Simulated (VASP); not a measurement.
Wanted: the native input for a VASP 6.6.1 run.

```yaml
Task: single point
Functional: r2SCAN
Potentials_or_basis: VASP PAW PBE potentials, release 64 (Te, Pt)
Cutoff: 520 eV
k_mesh: 12 × 12 × 8
Occupations: gaussian, width 0.1 eV
Spin: no spin polarisation
Dipole_correction: no
Further_INCAR_settings: ALGO = Normal; EDIFF = 1e-07; NBANDS = 24
```

Crystal: TePt.

```
Te Pt
1.0
     4.23766    0.00000    0.00000
    -2.11883    3.66992    0.00000
     0.00000    0.00000    5.62926
Te Pt
2 2
Direct
  0.33333 0.66667 0.25000
  0.66667 0.33333 0.75000
  0.00000 0.00000 0.00000
  0.00000 0.00000 0.50000
```

These files were run (other wordings do the same):

POSCAR

```
TePt
1.0
    4.2376569320      0.0000000000      0.0000000000
   -2.1188284660      3.6699185556      0.0000000000
    0.0000000000      0.0000000000      5.6292641188
Te Pt
2 2
Direct
    0.3333333333      0.6666666667      0.2500000000
    0.6666666667      0.3333333333      0.7500000000
    0.0000000000      0.0000000000      0.0000000000
    0.0000000000      0.0000000000      0.5000000000
```

INCAR.step1

```
SYSTEM = TePt
ALGO = Normal
EDIFF = 1E-4
ENCUT = 520
GGA = PE
ISMEAR = 0
LASPH = .True.
LCHARG = .False.
LREAL = .False.
LWAVE = .True.
NBANDS = 24
NELM = 60
PREC = Accurate
SIGMA = 0.1
```

INCAR.step2

```
SYSTEM = TePt
ALGO = Normal
EDIFF = 1E-7
ENCUT = 520
ISIF = 2
ISMEAR = 0
ISTART = 1
LASPH = .True.
LCHARG = .False.
LMIXTAU = .True.
LREAL = .False.
LWAVE = .False.
METAGGA = R2SCAN
NBANDS = 24
NELM = 60
PREC = Accurate
SIGMA = 0.1
```

KPOINTS

```
k-points
0
Gamma
  12 12 8
  0 0 0
```

Potentials or basis: VASP PAW PBE potentials, release 64 (Te, Pt).

Launch:

```sh
$ cat potpaw_PBE.64/Te/POTCAR potpaw_PBE.64/Pt/POTCAR > POTCAR
$ cp INCAR.step1 INCAR
$ mpirun -np 1 vasp_std > vasp.out
$ cp INCAR.step2 INCAR
$ mpirun -np 1 vasp_std > vasp.out
```

It gave:

* Pressure: 0.0 GPa
* Band gap on the k mesh: zero (bands 16 and 17 overlap by 1.30 eV)

Caveat: the PAW data sets were made with another functional, which shifts forces and pressure a little; spin-orbit coupling is left out, which moves the levels of the heavy elements.

It took 12 min on 1 thread of Intel Xeon 8259CL, on a shared host, peak memory 0.34 GiB.
